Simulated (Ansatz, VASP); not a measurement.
# Two plane-wave programs on Pd

```xyz
1
Lattice="-1.5723 1.5723 1.5723 1.5723 -1.5723 1.5723 1.5723 1.5723 -1.5723" Properties=species:S:1:pos:R:3 pbc="T T T"
Pd    0.0000    0.0000    0.0000
```

Alike in both runs: functional RPBE; k mesh 12 × 12 × 12; occupations fermi-dirac, width 0.05 eV; no spin polarisation.

|  | VASP | Ansatz |
| --- | --- | --- |
| version | VASP 6.6.1 | Ansatz 0.2.0 |
| potentials or method | VASP PAW PBE potentials, release 64 (Pd) | Ansatz PAW |
| plane-wave cutoff (eV) | 520 | 420 |
| valence electrons in the cell | 10 | 18 |
| task | single point | band structure |

|  | VASP | Ansatz | Ansatz less VASP |
| --- | --- | --- | --- |
| gap on the k mesh at the Fermi level (eV) | none | none | - |
| pressure (GPa) | 3.1 | 3.3 | +0.27 |

VASP's potentials were made for PBE, not for RPBE. A gap of «none» marks a metal or a gap that the smearing closes. VASP's potentials hold 10 valence electrons a cell and Ansatz's 18, so a difference there can come from the potentials and not from the codes.
